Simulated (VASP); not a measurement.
# NaTiSe3 (Pm-3m) in VASP: a series of runs

NaTiSe3 is run at these levels: LDA; tasks: single point, relaxation of cell and atoms.

All numbers are computed with VASP 6.6.1; they aren't measurements. Logs are shortened: lines on timing, memory, paths and dates and some standing lists are left out, and cuts for length are marked.

## Step 1: The cell of the first run

It takes space group Pm-3m (No. 221, cubic). The conventional cell has a = 4.888 Å, b = 4.888 Å, c = 4.888 Å, α = 90.00°, β = 90.00°, γ = 90.00°. Na (site symmetry m-3m) has 12 Se at 3.46 Å and 8 Ti at 4.23 Å within 4.5 Å. Ti (site symmetry m-3m) has 6 Se at 2.44 Å within 3.2 Å. Within 3.2 Å of Se (site symmetry 4/mmm) lie 2 Ti at 2.44 Å.

## Step 2: Single point, LDA

INCAR reads:

```
SYSTEM = NaTiSe3
PREC = Accurate
ENCUT = 520
EDIFF = 1E-6
ISMEAR = -1
SIGMA = 0.1
LREAL = .False.
LASPH = .True.
NELM = 60
ALGO = Normal
ISIF = 2
LWAVE = .False.
LCHARG = .False.
NBANDS = 26
```

KPOINTS reads:

```
Automatic mesh
0
Gamma
  6 6 6
  0 0 0
```

POSCAR reads:

```
NaTiSe3
1.0
    4.8881404295      0.0000000000      0.0000000000
    0.0000000000      4.8881404295      0.0000000000
    0.0000000000      0.0000000000      4.8881404295
Na Ti Se
1 1 3
Direct
    0.0000000000      0.0000000000      0.0000000000
    0.5000000000      0.5000000000      0.5000000000
    0.5000000000      0.5000000000      0.0000000000
    0.0000000000      0.5000000000      0.5000000000
    0.5000000000      0.0000000000      0.5000000000
```

Potentials or basis: VASP PAW LDA potentials, release 64 (Na_pv, Ti_sv, Se).

Launch:

```sh
cat potpaw_LDA.64/Na_pv/POTCAR potpaw_LDA.64/Ti_sv/POTCAR potpaw_LDA.64/Se/POTCAR > POTCAR
mpirun -np 1 vasp_std > vasp.out
```

OUTCAR:

```text
SYSTEM = NaTiSe3
   PREC = Accurate
   ENCUT = 520
   EDIFF = 1E-6
   ISMEAR = -1
   LREAL = .False.
   LASPH = .True.
   NELM = 60
   ISIF = 2

 ion  position               nearest neighbor table
   1  0.000  0.000  0.000-
   2  0.500  0.500  0.500-   3 2.44   4 2.44   5 2.44   3 2.44   5 2.44   4 2.44
   3  0.500  0.500  0.000-   2 2.44   2 2.44
   4  0.000  0.500  0.500-   2 2.44   2 2.44
   5  0.500  0.000  0.500-   2 2.44   2 2.44

  LATTYP: Found a simple cubic cell.
 ALAT       =     4.8881404295

  Lattice vectors:

 A1 = (   4.8881404295,   0.0000000000,   0.0000000000)
 A2 = (   0.0000000000,   4.8881404295,   0.0000000000)
 A3 = (   0.0000000000,   0.0000000000,   4.8881404295)

Analysis of symmetry for initial positions (statically):
=====================================================================
 Subroutine PRICEL returns:
 Original cell was already a primitive cell.

 Routine SETGRP: Setting up the symmetry group for a
 simple cubic supercell.

 Subroutine GETGRP returns: Found 48 space group operations
 (whereof 48 operations were pure point group operations)
 out of a pool of 48 trial point group operations.

The static configuration has the point symmetry O_h .

Analysis of symmetry for dynamics (positions and initial velocities):
=====================================================================
 Subroutine PRICEL returns:
 Original cell was already a primitive cell.

 Routine SETGRP: Setting up the symmetry group for a
 simple cubic supercell.

 Subroutine GETGRP returns: Found 48 space group operations
 (whereof 48 operations were pure point group operations)
 out of a pool of 48 trial point group operations.

The dynamic configuration has the point symmetry O_h .

 Subroutine INISYM returns: Found 48 space group operations
 (whereof 48 operations are pure point group operations),
 and found     1 'primitive' translations

----------------------------------------------------------------------------------------

                                     Primitive cell

  volume of cell :     116.7968

  direct lattice vectors                    reciprocal lattice vectors
     4.888140429  0.000000000  0.000000000     0.204576774  0.000000000  0.000000000
     0.000000000  4.888140429  0.000000000     0.000000000  0.204576774  0.000000000
     0.000000000  0.000000000  4.888140429     0.000000000  0.000000000  0.204576774

  length of vectors
     4.888140429  4.888140429  4.888140429     0.204576774  0.204576774  0.204576774

  position of ions in fractional coordinates (direct lattice)
     0.000000000  0.000000000  0.000000000
     0.500000000  0.500000000  0.500000000
     0.500000000  0.500000000  0.000000000
     0.000000000  0.500000000  0.500000000
     0.500000000  0.000000000  0.500000000

  ion indices of the primitive-cell ions
   primitive index   ion index
                 1           1
                 2           2
                 3           3
                 4           4
                 5           5

----------------------------------------------------------------------------------------

 KPOINTS: Automatic mesh

Automatic generation of k-mesh.
 Grid dimensions read from file:
 generate k-points for:    6    6    6

 Generating k-lattice:

  Cartesian coordinates                     Fractional coordinates (reciprocal lattice)
     0.034096129  0.000000000  0.000000000     0.166666667  0.000000000  0.000000000
     0.000000000  0.034096129  0.000000000     0.000000000  0.166666667  0.000000000
     0.000000000  0.000000000  0.034096129     0.000000000  0.000000000  0.166666667

  Length of vectors
     0.034096129  0.034096129  0.034096129

  Shift w.r.t. Gamma in fractional coordinates (k-lattice)
     0.000000000  0.000000000  0.000000000

 Subroutine IBZKPT returns following result:
 ===========================================

 Found     20 irreducible k-points:

 Following reciprocal coordinates:
            Coordinates               Weight
  0.000000  0.000000  0.000000      1.000000
  0.166667  0.000000  0.000000      6.000000
  0.333333  0.000000  0.000000      6.000000
  0.500000  0.000000  0.000000      3.000000
  0.166667  0.166667  0.000000     12.000000
  0.333333  0.166667  0.000000     24.000000
[... 12 lines left out ...]
  0.500000  0.500000  0.333333      6.000000
  0.500000  0.500000  0.500000      1.000000
   k-points           NKPTS =     20   k-points in BZ     NKDIM =     20   number of bands    NBANDS=     26
   number of dos      NEDOS =    301   number of ions     NIONS =      5
   total plane-waves  NPLWV =  46656
   dimension x,y,z NGX =    36 NGY =   36 NGZ =   36
   dimension x,y,z NGXF=    72 NGYF=   72 NGZF=   72
   ions per type =               1   1   3
   NGX,Y,Z   is equivalent  to a cutoff of  12.24, 12.24, 12.24 a.u.
   NGXF,Y,Z  is equivalent  to a cutoff of  24.49, 24.49, 24.49 a.u.
 SYSTEM =  NaTiSe3
   PREC   = accura    normal or accurate (medium, high low for compatibility)
   ISTART =      0    job   : 0-new  1-cont  2-samecut
   ICHARG =      2    charge: 1-file 2-atom 10-const
   ISPIN  =      1    spin polarized calculation?
   LNONCOLLINEAR =      F non collinear calculations
   LSORBIT =      F    spin-orbit coupling
   LASPH  =      T    aspherical Exc in radial PAW
   ENCUT  =  520.0 eV  38.22 Ry    6.18 a.u.   9.09  9.09  9.09*2*pi/ulx,y,z
   NELM   =     60;   NELMIN=  2; NELMDL= -5     # of ELM steps
   EDIFF  = 0.1E-05   stopping-criterion for ELM
   LREAL  =      F    real-space projection
   EDIFFG = 0.1E-04   stopping-criterion for IOM
   NSW    =      0    number of steps for IOM
   IBRION =     -1    ionic relax: 0-MD 1-quasi-New 2-CG
   NFREE  =      0    steps in history (QN), initial steepest desc. (CG)
   ISIF   =      2    stress and relaxation
   ISYM   =      2    0-nonsym 1-usesym 2-fastsym
   POTIM  = 0.5000    time-step for ionic-motion
   TEBEG  =    0.0;   TEEND  =   0.0 temperature during run
   PSTRESS=    0.0 pullay stress
   NELECT =      37.0000    total number of electrons
   NUPDOWN=      -1.0000    fix difference up-down
   EMIN   =  10.00;   EMAX   =-10.00  energy-range for DOS
   EFERMI =   0.00;   METHOD = LEGACY
   ISMEAR =    -1;   SIGMA  =   0.10  broadening in eV -4-tet -1-fermi 0-gaus
   EFERMI_NEDOS =   21; number of points for ismear=-14 and -15
   IALGO  =     38    algorithm
   IMIX   =      4    mixing-type and parameters
     AMIX     =   0.40;   BMIX     =  1.00
     AMIX_MAG =   1.60;   BMIX_MAG =  1.00
  volume/ion in A,a.u.               =      23.36       157.64
  Fermi-wavevector in a.u.,A,eV,Ry     =   1.116002  2.108938 16.945526  1.245461
  Thomas-Fermi vector in A             =   2.252612
   LORBIT       =      0    0 simple, 1 ext, 2 COOP (PROOUT), +10 PAW based schemes
   GGA     = CA    functional components
   LHFCALC =     F    Hartree Fock is set to
   AEXX    =    0.0000 exact exchange contribution
   IVDW    =     0    specifies the selected vdW correction
   LEPSILON=     F    determine dielectric tensor
   LRPA    =     F    only Hartree local field effects (RPA)
 non-spin polarized calculation
  energy-cutoff  :      520.00
  volume of cell :      116.80
 maximum number of plane-waves:      3178
   NGX = 19   NGY = 19   NGZ = 19

 number of electron      37.0000008 magnetization

 Free energy of the ion-electron system (eV)
  ---------------------------------------------------
  ext. energy  EPLUGINS =         0.00000000
  ---------------------------------------------------
  free energy    TOTEN  =       -26.50980596 eV

  energy without entropy =      -26.42273624  energy(sigma->0) =      -26.46627110

 E-fermi :   3.3432     XC(G=0):  -9.4739

 val. band max:        3.3385036602   @ k =   0.5000   0.0000   0.0000
 cond. band min:       3.3460096427   @ k =   0.3333   0.3333   0.0000
 fundamental gap:      0.0075059825
 Fermi energy:         3.3431585623

 k-point     1 :       0.0000    0.0000    0.0000
  band No.  band energies     occupation
      1     -53.3725      2.00000
      2     -30.0494      2.00000
      3     -30.0494      2.00000
      4     -30.0494      2.00000
      5     -20.7582      2.00000
      6     -20.7582      2.00000
[... 18 lines left out ...]
     25       5.3273      0.00000
     26       8.8511      0.00000

 k-point     2 :       0.1667    0.0000    0.0000
  band No.  band energies     occupation
      1     -53.3725      2.00000
      2     -30.0502      2.00000
      3     -30.0494      2.00000
      4     -30.0494      2.00000
      5     -20.7585      2.00000
      6     -20.7581      2.00000
[... 18 lines left out ...]
     25       5.7877      0.00000
     26       8.9537      0.00000

 k-point     3 :       0.3333    0.0000    0.0000
  band No.  band energies     occupation
      1     -53.3726      2.00000
      2     -30.0517      2.00000
      3     -30.0492      2.00000
      4     -30.0492      2.00000
      5     -20.7591      2.00000
      6     -20.7581      2.00000
[... 18 lines left out ...]
     25       6.8554      0.00000
     26       8.8810      0.00000

 k-point     4 :       0.5000    0.0000    0.0000
  band No.  band energies     occupation
      1     -53.3726      2.00000
      2     -30.0525      2.00000
      3     -30.0492      2.00000
      4     -30.0492      2.00000
      5     -20.7594      2.00000
      6     -20.7580      2.00000
[... 18 lines left out ...]
     25       7.9303      0.00000
     26       8.2580      0.00000
[... 380 lines left out ...]
      1     -53.3728      2.00000
      2     -30.0520      2.00000
      3     -30.0512      2.00000
      4     -30.0512      2.00000
      5     -20.7590      2.00000
      6     -20.7587      2.00000
[... 18 lines left out ...]
     25       8.3732      0.00000
     26      10.2760      0.00000

 k-point    19 :       0.5000    0.5000    0.3333
  band No.  band energies     occupation
      1     -53.3728      2.00000
      2     -30.0519      2.00000
      3     -30.0519      2.00000
      4     -30.0511      2.00000
      5     -20.7590      2.00000
      6     -20.7590      2.00000
[... 18 lines left out ...]
     25       9.2449      0.00000
     26      10.2039      0.00000

 k-point    20 :       0.5000    0.5000    0.5000
  band No.  band energies     occupation
      1     -53.3728      2.00000
      2     -30.0519      2.00000
      3     -30.0519      2.00000
      4     -30.0519      2.00000
      5     -20.7589      2.00000
      6     -20.7589      2.00000
[... 18 lines left out ...]
     25       9.3597      0.00000
     26       9.7585      0.00000

------------------------ aborting loop because EDIFF is reached ----------------------------------------

  FORCE on cell =-STRESS in cart. coord.  units (eV):
  Direction    XX          YY          ZZ          XY          YZ          ZX
  --------------------------------------------------------------------------------------
  -------------------------------------------------------------------------------------
  Total        0.0811297      0.0811297      0.0811297      0.0000000      0.0000000     -0.0000000
  in kB        1.1129084      1.1129084      1.1129084      0.0000000      0.0000000     -0.0000000
  external PRESSURE =       1.1129084 kB  Pullay stress =       0.0000000 kB

 VOLUME and BASIS-vectors are now :
 -----------------------------------------------------------------------------
  energy-cutoff  :      520.00
  volume of cell :      116.80
      direct lattice vectors                 reciprocal lattice vectors
     4.888140429  0.000000000  0.000000000     0.204576774  0.000000000  0.000000000
     0.000000000  4.888140429  0.000000000     0.000000000  0.204576774  0.000000000
     0.000000000  0.000000000  4.888140429     0.000000000  0.000000000  0.204576774

 POSITION                                       TOTAL-FORCE (eV/Angst)
 -----------------------------------------------------------------------------------
      0.00000      0.00000      0.00000         0.000000      0.000000      0.000000
      2.44407      2.44407      2.44407         0.000000      0.000000      0.000000
      2.44407      2.44407      0.00000         0.000000      0.000000      0.000000
      0.00000      2.44407      2.44407         0.000000      0.000000      0.000000
      2.44407      0.00000      2.44407         0.000000      0.000000      0.000000
 -----------------------------------------------------------------------------------
    total drift:                                0.000000      0.000000      0.000000

  FREE ENERGIE OF THE ION-ELECTRON SYSTEM (eV)
  ---------------------------------------------------
  free  energy   TOTEN  =       -26.5098059615 eV

  energy  without entropy=      -26.4227362360  energy(sigma->0) =      -26.46627110
```

Wall time 47 s (1 thread of Intel Xeon Platinum 8259CL at 2.50GHz (Skylake/Cascade Lake), shared host); peak memory 0.2 GiB.

What came out:

* Free energy: -26.5098 eV
* Pressure: 0.1 GPa

## Step 3: Relaxation of cell and atoms, LDA

This run uses another cell than the first one, of 16.35 Å³/atom, 0.700 times its volume.

INCAR reads:

```
SYSTEM = NaTiSe3
ALGO = Normal
EDIFF = 1E-6
EDIFFG = -0.01
ENCUT = 600
GGA = CA
IBRION = 2
ISIF = 3
ISMEAR = -1
LASPH = .TRUE.
LCHARG = .FALSE.
LREAL = .FALSE.
LWAVE = .FALSE.
NELM = 80
NSW = 80
PREC = Accurate
SIGMA = 0.1
```

KPOINTS reads:

```
k-points
0
G
  6 6 6
  0 0 0
```

Changes to POSCAR since step 2:

```diff
@@ -2,5 +2,5 @@
 1.0
-    4.8881404295      0.0000000000      0.0000000000
-    0.0000000000      4.8881404295      0.0000000000
-    0.0000000000      0.0000000000      4.8881404295
+    4.3400000000      0.0000000000      0.0000000000
+    0.0000000000      4.3400000000      0.0000000000
+    0.0000000000      0.0000000000      4.3400000000
 Na Ti Se
```

Potentials or basis: VASP PAW LDA potentials, release 64 (Na_pv, Ti_sv, Se).

Launch:

```sh
cat potpaw_LDA.64/Na_pv/POTCAR potpaw_LDA.64/Ti_sv/POTCAR potpaw_LDA.64/Se/POTCAR > POTCAR
mpirun -np 1 vasp_std > vasp.out
```

OUTCAR:

```text
SYSTEM = NaTiSe3
   EDIFF = 1E-6
   EDIFFG = -0.01
   ENCUT = 600
   GGA = CA
   IBRION = 2
   ISIF = 3
   ISMEAR = -1
   LASPH = .TRUE.
   LREAL = .FALSE.
   NELM = 80
   NSW = 80
   PREC = Accurate

 ion  position               nearest neighbor table
   1  0.000  0.000  0.000-
   2  0.500  0.500  0.500-   3 2.17   4 2.17   5 2.17   3 2.17   5 2.17   4 2.17
   3  0.500  0.500  0.000-   2 2.17   2 2.17
   4  0.000  0.500  0.500-   2 2.17   2 2.17
   5  0.500  0.000  0.500-   2 2.17   2 2.17

  LATTYP: Found a simple cubic cell.
 ALAT       =     4.3400000000

  Lattice vectors:

 A1 = (   4.3400000000,   0.0000000000,   0.0000000000)
 A2 = (   0.0000000000,   4.3400000000,   0.0000000000)
 A3 = (   0.0000000000,   0.0000000000,   4.3400000000)

[... 794 lines left out ...]
  free  energy   TOTEN  =       -26.5043702817 eV

  energy  without entropy=      -26.4170630102  energy(sigma->0) =      -26.46071665

[... ionic steps 4 to 15 ...]

--------------------------------------- Ionic step       16  -------------------------------------------

 number of electron      37.0000005 magnetization

------------------------ aborting loop because EDIFF is reached ----------------------------------------
[... 73 lines left out ...]
--------------------------------------- Ionic step       18  -------------------------------------------

 number of electron      37.0000010 magnetization

 Free energy of the ion-electron system (eV)
  ---------------------------------------------------
  ext. energy  EPLUGINS =         0.00000000
  ---------------------------------------------------
  free energy    TOTEN  =       -26.50450980 eV

  energy without entropy =      -26.41740770  energy(sigma->0) =      -26.46095875

 E-fermi :   3.3310     XC(G=0):  -9.4682

 val. band max:        3.3256225763   @ k =   0.5000   0.0000   0.0000
 cond. band min:       3.3341360506   @ k =   0.3333   0.3333   0.0000
 fundamental gap:      0.0085134743
 Fermi energy:         3.3309549827

 k-point     1 :       0.0000    0.0000    0.0000
  band No.  band energies     occupation
      1     -53.3905      2.00000
      2     -30.0671      2.00000
      3     -30.0671      2.00000
      4     -30.0671      2.00000
      5     -20.7701      2.00000
      6     -20.7701      2.00000
[... 521 lines left out ...]
  FREE ENERGIE OF THE ION-ELECTRON SYSTEM (eV)
  ---------------------------------------------------
  free  energy   TOTEN  =       -26.5045097982 eV

  energy  without entropy=      -26.4174077031  energy(sigma->0) =      -26.46095875

 reached required accuracy - stopping structural energy minimisation
```

OSZICAR:

```text
N       E                     dE             d eps       ncg     rms          rms(c)
DAV:   1     0.417474218507E+03    0.41747E+03   -0.19524E+04   896   0.195E+03
DAV:   2     0.288631366107E+02   -0.38861E+03   -0.38336E+03   898   0.510E+02
DAV:   3    -0.206972647010E+02   -0.49560E+02   -0.48835E+02  1502   0.153E+02
[... 144 lines left out ...]
DAV:   3    -0.265045826761E+02    0.12066E-02   -0.61762E-03   968   0.535E-01    0.682E-02
DAV:   4    -0.265045034698E+02    0.79206E-04   -0.55437E-04   964   0.190E-01    0.202E-02
DAV:   5    -0.265045064342E+02   -0.29644E-05   -0.77282E-05  1246   0.417E-02    0.149E-02
DAV:   6    -0.265045082596E+02   -0.18254E-05   -0.29255E-06   972   0.102E-02    0.100E-02
DAV:   7    -0.265045097297E+02   -0.14702E-05   -0.62464E-06  1102   0.132E-02    0.251E-03
DAV:   8    -0.265045097982E+02   -0.68427E-07   -0.28195E-07   446   0.366E-03
  18 F= -.26504510E+02 E0= -.26460959E+02  d E =-.389082E-03
```

Wall time 4.4 min (1 thread of Intel Xeon Platinum 8259CL at 2.50GHz (Skylake/Cascade Lake), shared host); peak memory 0.21 GiB.

What came out:

```yaml
Free_energy: -26.5045 eV
Relaxed_volume: 23.39 Å³/atom
Relaxed_cell: a = 4.890 Å, b = 4.890 Å, c = 4.890 Å, α = 90.00°, β = 90.00°, γ = 90.00°
Space_group_after_relaxing_to_0.05_Å: Pm-3m (No. 221)
Energy_gained_by_relaxing: 782.0 meV/atom
Ionic_steps: 18
Pressure_after_relaxing: 0.0 GPa
```

The path:
| step | energy change (eV) | largest force (eV/Å) | pressure (GPa) | volume (Å³) |
| --- | --- | --- | --- | --- |
| 1 | 0.0000 | 0.0000 | 48.17 | 81.75 |
| 2 | -2.4118 | 0.0000 | -9.80 | 154.78 |
| 3 | -3.9100 | 0.0000 | -0.27 | 117.31 |
| 4 | -3.9097 | 0.0000 | 0.28 | 116.51 |
| 5 | -3.9097 | 0.0000 | 0.25 | 116.52 |
| 6 | -3.9097 | 0.0000 | 0.26 | 116.53 |
| 7 | -3.9097 | 0.0000 | 0.27 | 116.53 |
| 8 | -3.9097 | 0.0000 | 0.27 | 116.53 |
| 9 | -3.9097 | 0.0000 | 0.27 | 116.53 |
| 10 | -3.9097 | 0.0000 | 0.26 | 116.53 |
| 11 | -3.9097 | 0.0000 | 0.26 | 116.54 |
| 12 | -3.9097 | 0.0000 | 0.25 | 116.54 |
| 13 | -3.9097 | 0.0000 | 0.26 | 116.55 |
| 14 | -3.9097 | 0.0000 | 0.25 | 116.56 |
| 15 | -3.9098 | 0.0000 | 0.24 | 116.58 |
| 16 | -3.9099 | 0.0000 | 0.21 | 116.64 |
| 17 | -3.9100 | 0.0000 | 0.15 | 116.74 |
| 18 | -3.9101 | 0.0000 | 0.03 | 116.95 |

Final structure:
```cif
data_structure
_symmetry_space_group_name_H-M 'P 1'
_symmetry_Int_Tables_number 1
_cell_length_a 4.8903
_cell_length_b 4.8903
_cell_length_c 4.8903
_cell_angle_alpha 90.000
_cell_angle_beta 90.000
_cell_angle_gamma 90.000
_cell_volume 116.95
loop_
_atom_site_label
_atom_site_type_symbol
_atom_site_fract_x
_atom_site_fract_y
_atom_site_fract_z
_atom_site_occupancy
Na1 Na 0.00000 0.00000 0.00000 1
Ti1 Ti 0.50000 0.50000 0.50000 1
Se1 Se 0.50000 0.50000 0.00000 1
Se2 Se 0.00000 0.50000 0.50000 1
Se3 Se 0.50000 0.00000 0.50000 1
```

Caveat: the volume moved by over 15 % at a fixed basis, so the end points are rough; the bands computed are all filled at some k points, so no gap is given.
